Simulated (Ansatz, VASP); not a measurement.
# One calculation of Hg, two programs

```
CELL_PARAMETERS angstrom
4.66232 0.00000 0.00000
0.00000 4.08607 0.00000
-0.53599 0.00000 3.05360
ATOMIC_POSITIONS crystal
Hg 0.50000 0.00000 0.50000
Hg 0.00000 0.50000 0.50000
```

Alike in both runs: task single point; functional PBE; k mesh 10 × 10 × 14; occupations gaussian, width 0.1 eV; no spin polarisation.

```csv
,VASP,Ansatz
version,VASP 6.6.1,Ansatz 0.2.0
potentials or method,"VASP PAW PBE potentials, release 64 (Hg), cutoff 520 eV","scalar-relativistic, plane waves, PAW"
valence electrons in the cell,24,40
```

```tsv
	VASP	Ansatz	Ansatz less VASP
gap on the k mesh at the Fermi level (eV)	none	none	-
pressure (GPa)	0.3	0.1	-0.19
traceless stress, the component that is largest in VASP (GPa)	0.16	0.17	+0.008
```

A gap of «none» marks a metal or a gap that the smearing closes. The functional is the same, so the differences come from potentials, cutoffs and numerics. VASP's potentials hold 24 valence electrons a cell and Ansatz's 40, so a difference there can come from the potentials and not from the codes.

Neither program's run includes spin-orbit coupling.
